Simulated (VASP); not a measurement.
# HfTi2B6 (Fm-3m) in VASP: further runs

The runs below take HfTi2B6 through single point, relaxation of cell and atoms, with PBE.

Program: VASP 6.6.1. These are calculated values, not measurements. Logs are shortened: lines on timing, memory, paths and dates and some standing lists are left out, and cuts for length are marked.

**1. The cell of the first run**

The structure is cubic, space group Fm-3m (No. 225). Conventional cell: a = 8.143 Å, b = 8.143 Å, c = 8.143 Å, α = 90.00°, β = 90.00°, γ = 90.00°. Within 3.8 Å of Hf (site symmetry m-3m) lie 12 B at 2.88 Å and 8 Ti at 3.53 Å. Within 2.7 Å of Ti (site symmetry -43m) lie 6 B at 2.04 Å. Within 2.7 Å of B (site symmetry mmm) lie 2 Ti at 2.04 Å.

**2. Single point, PBE**

INCAR reads:

```
ALGO     = Normal         # electronic algorithm
EDIFF    = 1E-6           # SCF threshold, eV
ENCUT    = 520            # plane-wave cutoff, eV
GGA      = PE             # functional
ISIF     = 2              # what is computed and relaxed
ISMEAR   = 0              # smearing method
LASPH    = True           # aspherical terms in the spheres
LCHARG   = False          # write CHGCAR
LREAL    = False          # projectors in reciprocal space
LWAVE    = False          # write WAVECAR
NBANDS   = 36             # bands
NELM     = 100            # most SCF steps
PREC     = Accurate       # precision mode
SIGMA    = 0.1            # smearing width, eV
```

KPOINTS reads:

```
k-points
0
Gamma
  8 8 8
```

POSCAR reads:

```
HfTi2B6
1.0
    0.0000000000      4.0713912454      4.0713912454
    4.0713912454      0.0000000000      4.0713912454
    4.0713912454      4.0713912454      0.0000000000
Hf Ti B
1 2 6
Direct
    0.5000000000      0.5000000000      0.5000000000
    0.7500000000      0.7500000000      0.7500000000
    0.2500000000      0.2500000000      0.2500000000
    0.0000000000      0.0000000000      0.5000000000
    0.5000000000      0.5000000000      0.0000000000
    0.0000000000      0.5000000000      0.0000000000
    0.5000000000      0.0000000000      0.0000000000
    0.5000000000      0.0000000000      0.5000000000
    0.0000000000      0.5000000000      0.5000000000
```

Potentials or basis: VASP PAW PBE potentials, release 64 (Hf_pv, Ti_sv, B).

Run with:

```
cat potpaw_PBE.64/Hf_pv/POTCAR potpaw_PBE.64/Ti_sv/POTCAR potpaw_PBE.64/B/POTCAR > POTCAR
mpirun -np 1 vasp_std > vasp.out
```

OUTCAR:

```text
EDIFF = 1E-6
   ENCUT = 520
   GGA = PE
   ISIF = 2
   ISMEAR = 0
   LASPH = True
   LREAL = False
   NELM = 100
   PREC = Accurate

 ion  position               nearest neighbor table
   1  0.500  0.500  0.500-   5 2.88   8 2.88   9 2.88   5 2.88   6 2.88   7 2.88   4 2.88   7 2.88
                             8 2.88   4 2.88   6 2.88   9 2.88
   2  0.750  0.750  0.750-   4 2.04   5 2.04   6 2.04   7 2.04   8 2.04   9 2.04
   3  0.250  0.250  0.250-   4 2.04   5 2.04   6 2.04   7 2.04   8 2.04   9 2.04
   4  0.000  0.000  0.500-   2 2.04   3 2.04   1 2.88   1 2.88
   5  0.500  0.500  0.000-   2 2.04   3 2.04   1 2.88   1 2.88
   6  0.000  0.500  0.000-   2 2.04   3 2.04   1 2.88   1 2.88
   7  0.500  0.000  0.000-   2 2.04   3 2.04   1 2.88   1 2.88
   8  0.500  0.000  0.500-   2 2.04   3 2.04   1 2.88   1 2.88
   9  0.000  0.500  0.500-   2 2.04   3 2.04   1 2.88   1 2.88

  LATTYP: Found a face centered cubic cell.
 ALAT       =     8.1427824908

  Lattice vectors:

 A1 = (   0.0000000000,   4.0713912454,   4.0713912454)
 A2 = (   4.0713912454,   0.0000000000,   4.0713912454)
 A3 = (   4.0713912454,   4.0713912454,   0.0000000000)

Analysis of symmetry for initial positions (statically):
=====================================================================
 Subroutine PRICEL returns:
 Original cell was already a primitive cell.

 Routine SETGRP: Setting up the symmetry group for a
 face centered cubic supercell.

 Subroutine GETGRP returns: Found 48 space group operations
 (whereof 48 operations were pure point group operations)
 out of a pool of 48 trial point group operations.

The static configuration has the point symmetry O_h .

Analysis of symmetry for dynamics (positions and initial velocities):
=====================================================================
 Subroutine PRICEL returns:
 Original cell was already a primitive cell.

 Routine SETGRP: Setting up the symmetry group for a
 face centered cubic supercell.

 Subroutine GETGRP returns: Found 48 space group operations
 (whereof 48 operations were pure point group operations)
 out of a pool of 48 trial point group operations.

The dynamic configuration has the point symmetry O_h .

 Subroutine INISYM returns: Found 48 space group operations
 (whereof 48 operations are pure point group operations),
 and found     1 'primitive' translations

----------------------------------------------------------------------------------------

                                     Primitive cell

  volume of cell :     134.9766

  direct lattice vectors                    reciprocal lattice vectors
     0.000000000  4.071391245  4.071391245    -0.122808143  0.122808143  0.122808143
     4.071391245  0.000000000  4.071391245     0.122808143 -0.122808143  0.122808143
     4.071391245  4.071391245  0.000000000     0.122808143  0.122808143 -0.122808143

  length of vectors
     5.757816717  5.757816717  5.757816717     0.212709944  0.212709944  0.212709944

  position of ions in fractional coordinates (direct lattice)
     0.500000000  0.500000000  0.500000000
     0.750000000  0.750000000  0.750000000
     0.250000000  0.250000000  0.250000000
     0.000000000  0.000000000  0.500000000
     0.500000000  0.500000000  0.000000000
     0.000000000  0.500000000  0.000000000
     0.500000000  0.000000000  0.000000000
     0.500000000  0.000000000  0.500000000
     0.000000000  0.500000000  0.500000000

  ion indices of the primitive-cell ions
   primitive index   ion index
                 1           1
                 2           2
                 3           3
                 4           4
                 5           5
                 6           6
                 7           7
                 8           8
                 9           9

----------------------------------------------------------------------------------------

 KPOINTS: k-points

Automatic generation of k-mesh.
 Grid dimensions read from file:
 generate k-points for:    8    8    8

 Generating k-lattice:

  Cartesian coordinates                     Fractional coordinates (reciprocal lattice)
    -0.015351018  0.015351018  0.015351018     0.125000000  0.000000000  0.000000000
     0.015351018 -0.015351018  0.015351018     0.000000000  0.125000000  0.000000000
     0.015351018  0.015351018 -0.015351018     0.000000000  0.000000000  0.125000000

  Length of vectors
     0.026588743  0.026588743  0.026588743

  Shift w.r.t. Gamma in fractional coordinates (k-lattice)
     0.000000000  0.000000000  0.000000000

 Subroutine IBZKPT returns following result:
 ===========================================

 Found     29 irreducible k-points:

 Following reciprocal coordinates:
            Coordinates               Weight
  0.000000  0.000000  0.000000      1.000000
  0.125000  0.000000  0.000000      8.000000
  0.250000  0.000000  0.000000      8.000000
  0.375000  0.000000  0.000000      8.000000
  0.500000  0.000000  0.000000      4.000000
  0.125000  0.125000  0.000000      6.000000
[... 16 lines left out ...]
  0.500000  0.250000  0.125000     48.000000
 -0.375000  0.250000  0.125000     24.000000
 [... further k-points ...]
   k-points           NKPTS =     29   k-points in BZ     NKDIM =     29   number of bands    NBANDS=     36
   number of dos      NEDOS =    301   number of ions     NIONS =      9
   total plane-waves  NPLWV = 110592
   dimension x,y,z NGX =    48 NGY =   48 NGZ =   48
   dimension x,y,z NGXF=    96 NGYF=   96 NGZF=   96
   ions per type =               1   2   6
   NGX,Y,Z   is equivalent  to a cutoff of  13.86, 13.86, 13.86 a.u.
   NGXF,Y,Z  is equivalent  to a cutoff of  27.72, 27.72, 27.72 a.u.
 SYSTEM =  unknown system
   PREC   = accura    normal or accurate (medium, high low for compatibility)
   ISTART =      0    job   : 0-new  1-cont  2-samecut
   ICHARG =      2    charge: 1-file 2-atom 10-const
   ISPIN  =      1    spin polarized calculation?
   LNONCOLLINEAR =      F non collinear calculations
   LSORBIT =      F    spin-orbit coupling
   LASPH  =      T    aspherical Exc in radial PAW
   ENCUT  =  520.0 eV  38.22 Ry    6.18 a.u.  10.71 10.71 10.71*2*pi/ulx,y,z
   NELM   =    100;   NELMIN=  2; NELMDL= -5     # of ELM steps
   EDIFF  = 0.1E-05   stopping-criterion for ELM
   LREAL  =      F    real-space projection
   EDIFFG = 0.1E-04   stopping-criterion for IOM
   NSW    =      0    number of steps for IOM
   IBRION =     -1    ionic relax: 0-MD 1-quasi-New 2-CG
   NFREE  =      0    steps in history (QN), initial steepest desc. (CG)
   ISIF   =      2    stress and relaxation
   ISYM   =      2    0-nonsym 1-usesym 2-fastsym
   POTIM  = 0.5000    time-step for ionic-motion
   TEBEG  =    0.0;   TEEND  =   0.0 temperature during run
   PSTRESS=    0.0 pullay stress
   NELECT =      52.0000    total number of electrons
   NUPDOWN=      -1.0000    fix difference up-down
   EMIN   =  10.00;   EMAX   =-10.00  energy-range for DOS
   EFERMI =   0.00;   METHOD = LEGACY
   ISMEAR =     0;   SIGMA  =   0.10  broadening in eV -4-tet -1-fermi 0-gaus
   EFERMI_NEDOS =   21; number of points for ismear=-14 and -15
   IALGO  =     38    algorithm
   IMIX   =      4    mixing-type and parameters
     AMIX     =   0.40;   BMIX     =  1.00
     AMIX_MAG =   1.60;   BMIX_MAG =  1.00
  volume/ion in A,a.u.               =      15.00       101.21
  Fermi-wavevector in a.u.,A,eV,Ry     =   1.191214  2.251068 19.306541  1.418991
  Thomas-Fermi vector in A             =   2.327281
   LORBIT       =      0    0 simple, 1 ext, 2 COOP (PROOUT), +10 PAW based schemes
   GGA     = PE    functional components
   LHFCALC =     F    Hartree Fock is set to
   AEXX    =    0.0000 exact exchange contribution
   IVDW    =     0    specifies the selected vdW correction
   LEPSILON=     F    determine dielectric tensor
   LRPA    =     F    only Hartree local field effects (RPA)
 non-spin polarized calculation
 Gauss-broadening in eV      SIGMA  =   0.10
  energy-cutoff  :      520.00
  volume of cell :      134.98
 maximum number of plane-waves:      3695
 NGX is ok and might be reduce to    48
   NGX = 21   NGY = 21   NGZ = 21

 number of electron      52.0000003 magnetization

 Free energy of the ion-electron system (eV)
  ---------------------------------------------------
  ext. energy  EPLUGINS =         0.00000000
  ---------------------------------------------------
  free energy    TOTEN  =       -53.20168956 eV

  energy without entropy =      -53.18324035  energy(sigma->0) =      -53.19246495

 E-fermi :   3.2420     XC(G=0): -10.0316

 val. band max:        3.2264931445   @ k =   0.2500   0.2500   0.0000
 cond. band min:       3.2504582674   @ k =   0.3750   0.2500   0.0000
 fundamental gap:      0.0239651229
 Fermi energy:         3.2420314204

 k-point     1 :       0.0000    0.0000    0.0000
  band No.  band energies     occupation
      1     -51.5783      2.00000
      2     -51.5772      2.00000
      3     -28.4677      2.00000
      4     -28.4677      2.00000
      5     -28.4677      2.00000
      6     -28.0185      2.00000
[... 28 lines left out ...]
     35       6.3463      0.00000
     36       6.9917      0.00000

 k-point     2 :       0.1250    0.0000    0.0000
  band No.  band energies     occupation
      1     -51.5782      2.00000
      2     -51.5772      2.00000
      3     -28.4679      2.00000
      4     -28.4679      2.00000
      5     -28.4676      2.00000
      6     -28.0198      2.00000
[... 28 lines left out ...]
     35       6.9108      0.00000
     36       6.9976      0.00000
[... 817 lines left out ...]
     35       6.6579      0.00000
     36       6.8713      0.00000

 k-point    24 :      -0.3750    0.2500    0.1250
  band No.  band energies     occupation
      1     -51.5777      2.00000
      2     -51.5777      2.00000
      3     -28.4698      2.00000
      4     -28.4684      2.00000
      5     -28.4677      2.00000
      6     -28.0210      2.00000
[... 28 lines left out ...]
     35       6.5385      0.00000
     36       6.7806      0.00000

 [... further k-points ...]

------------------------ aborting loop because EDIFF is reached ----------------------------------------

  FORCE on cell =-STRESS in cart. coord.  units (eV):
  Direction    XX          YY          ZZ          XY          YZ          ZX
  --------------------------------------------------------------------------------------
  -------------------------------------------------------------------------------------
  Total       -0.3320106     -0.3320106     -0.3320106     -0.0000000      0.0000000      0.0000000
  in kB       -3.9409782     -3.9409782     -3.9409782     -0.0000000      0.0000000      0.0000000
  external PRESSURE =      -3.9409782 kB  Pullay stress =       0.0000000 kB

 VOLUME and BASIS-vectors are now :
 -----------------------------------------------------------------------------
  energy-cutoff  :      520.00
  volume of cell :      134.98
      direct lattice vectors                 reciprocal lattice vectors
     0.000000000  4.071391245  4.071391245    -0.122808143  0.122808143  0.122808143
     4.071391245  0.000000000  4.071391245     0.122808143 -0.122808143  0.122808143
     4.071391245  4.071391245  0.000000000     0.122808143  0.122808143 -0.122808143

 POSITION                                       TOTAL-FORCE (eV/Angst)
 -----------------------------------------------------------------------------------
      4.07139      4.07139      4.07139        -0.000000     -0.000000     -0.000000
      6.10709      6.10709      6.10709         0.000000     -0.000000     -0.000000
      2.03570      2.03570      2.03570        -0.000000      0.000000      0.000000
      2.03570      2.03570      0.00000        -0.000000     -0.000000     -0.000000
      2.03570      2.03570      4.07139        -0.000000     -0.000000     -0.000000
      2.03570      0.00000      2.03570        -0.000000     -0.000000     -0.000000
      0.00000      2.03570      2.03570        -0.000000     -0.000000     -0.000000
      2.03570      4.07139      2.03570        -0.000000     -0.000000     -0.000000
      4.07139      2.03570      2.03570        -0.000000     -0.000000     -0.000000
 -----------------------------------------------------------------------------------
    total drift:                               -0.000000      0.000000      0.000000

  FREE ENERGIE OF THE ION-ELECTRON SYSTEM (eV)
  ---------------------------------------------------
  free  energy   TOTEN  =       -53.2016895596 eV

  energy  without entropy=      -53.1832403459  energy(sigma->0) =      -53.19246495
```

Run time: 2.2 min. Hardware: 1 thread of Intel Xeon 6975P-C (Granite Rapids), shared host; peak memory 0.39 GiB.

Results:

```
Free energy            : -53.2017 eV
Pressure               : -0.4 GPa
Band gap on the k mesh : zero (band 26 reaches 3.35 eV, above the bottom of band 27 at 3.17 eV)
```

Levels at points of the mesh, in eV from the Fermi level:
```tsv
k point	band 24	band 25	band 26	band 27	band 28	band 29
(0.00, 0.00, 0.00)	-0.77	-0.77	-0.77	1.78	1.78	1.78
(0.50, 0.00, 0.00)	-0.71	-0.71	0.08	0.08	0.73	0.86
(0.50, 0.50, 0.00)	-0.51	-0.51	-0.34	0.30	0.30	1.87
```

Caveat: spin-orbit coupling is left out, which moves the levels of the heavy elements.

**3. Relaxation of cell and atoms, PBE**

This run uses another cell than the first one, of 14.94 Å³/atom, 0.996 times its volume.

INCAR reads:

```
SYSTEM = HfTi2B6
PREC = Accurate ; ENCUT = 600
EDIFF = 1E-6 ; ISMEAR = 0
SIGMA = 0.1 ; LREAL = .FALSE.
LASPH = .TRUE. ; NELM = 100
ALGO = Normal ; ISIF = 3
LWAVE = .FALSE. ; LCHARG = .FALSE.
GGA = PE ; IBRION = 2
NSW = 100 ; EDIFFG = -0.01
```

KPOINTS reads:

```
regular mesh
0
G
  8 8 8
  0 0 0
```

POSCAR: that of step 2 with these lines changed.

```diff
@@ -2,5 +2,5 @@
 1.0
-    0.0000000000      4.0713912454      4.0713912454
-    4.0713912454      0.0000000000      4.0713912454
-    4.0713912454      4.0713912454      0.0000000000
+    0.0000000000      4.0666115452      4.0666115452
+    4.0666115452      0.0000000000      4.0666115452
+    4.0666115452      4.0666115452      0.0000000000
 Hf Ti B
```

Potentials or basis: VASP PAW PBE potentials, release 64 (Hf_pv, Ti_sv, B).

Run with:

```
cat potpaw_PBE.64/Hf_pv/POTCAR potpaw_PBE.64/Ti_sv/POTCAR potpaw_PBE.64/B/POTCAR > POTCAR
mpirun -np 1 vasp_std > vasp.out
```

Run time: 2.2 min. Hardware: 1 thread of Intel Xeon 6975P-C (Granite Rapids), shared host; peak memory 0.4 GiB.

Results (log left out):

```
Free energy             : -53.2042 eV
Pressure after relaxing : -0.1 GPa
Band gap on the k mesh  : zero (band 26 reaches 3.38 eV, above the bottom of band 27 at 3.20 eV)
```

Final structure:
```cif
data_structure
_symmetry_space_group_name_H-M 'P 1'
_symmetry_Int_Tables_number 1
_cell_length_a 5.7511
_cell_length_b 5.7511
_cell_length_c 5.7511
_cell_angle_alpha 60.000
_cell_angle_beta 60.000
_cell_angle_gamma 60.000
_cell_volume 134.50
loop_
_atom_site_label
_atom_site_type_symbol
_atom_site_fract_x
_atom_site_fract_y
_atom_site_fract_z
_atom_site_occupancy
Hf1 Hf 0.50000 0.50000 0.50000 1
Ti1 Ti 0.75000 0.75000 0.75000 1
Ti2 Ti 0.25000 0.25000 0.25000 1
B1 B 0.00000 0.00000 0.50000 1
B2 B 0.50000 0.50000 0.00000 1
B3 B 0.00000 0.50000 0.00000 1
B4 B 0.50000 0.00000 0.00000 1
B5 B 0.50000 0.00000 0.50000 1
B6 B 0.00000 0.50000 0.50000 1
```

Levels at points of the mesh, in eV from the Fermi level:
| k point | band 24 | band 25 | band 26 | band 27 | band 28 | band 29 |
| --- | --- | --- | --- | --- | --- | --- |
| (0.00, 0.00, 0.00) | -0.77 | -0.77 | -0.77 | 1.78 | 1.78 | 1.78 |
| (0.50, 0.00, 0.00) | -0.71 | -0.71 | 0.08 | 0.08 | 0.73 | 0.87 |
| (0.50, 0.50, 0.00) | -0.52 | -0.52 | -0.34 | 0.30 | 0.30 | 1.88 |

Caveat: the relaxation stopped at its first step, so nothing moved; spin-orbit coupling is left out, which moves the levels of the heavy elements.
